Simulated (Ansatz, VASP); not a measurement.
## FePt in VASP and in Ansatz

```xyz
2
Lattice="2.6592 0.0000 0.0000 0.0000 2.6592 0.0000 0.0000 0.0000 3.6822" Properties=species:S:1:pos:R:3 pbc="T T T"
Fe    0.0000    0.0000    0.0000
Pt    1.3296    1.3296    1.8411
```

Alike in both runs: functional LDA; k mesh 16 × 16 × 12; occupations gaussian, width 0.05 eV; collinear spin.

Ansatz relaxed the structure, and its values are those at the end. VASP's run is a single point on that final structure, the one shown.

|  | VASP | Ansatz |
| --- | --- | --- |
| version | VASP 6.6.1 | Ansatz 0.2.0 |
| potentials or method | VASP PAW LDA potentials, release 64 (Fe, Pt) | scalar-relativistic, plane waves, PAW |
| plane-wave cutoff (eV) | 520 | 420 |
| valence electrons in the cell | 18 | 34 |

|  | VASP | Ansatz | Ansatz less VASP |
| --- | --- | --- | --- |
| gap on the k mesh at the Fermi level (eV) | none | none | - |
| pressure (GPa) | -0.1 | 0.0 | +0.09 |
| net moment per atom (μB) | 1.52 | 1.55 | +0.021 |
| size of the moment on the site where the two differ most (μB) | 2.67 | 2.74 | +0.071 |

LDA's correlation is that of Perdew and Zunger in VASP and of Perdew and Wang (1992) in Ansatz. Site moments also hang on the region over which each program counts them. A gap of «none» marks a metal or a gap that the smearing closes. VASP's potentials hold 18 valence electrons a cell and Ansatz's 34, so a difference there can come from the potentials and not from the codes.

Spin-orbit coupling is off throughout.
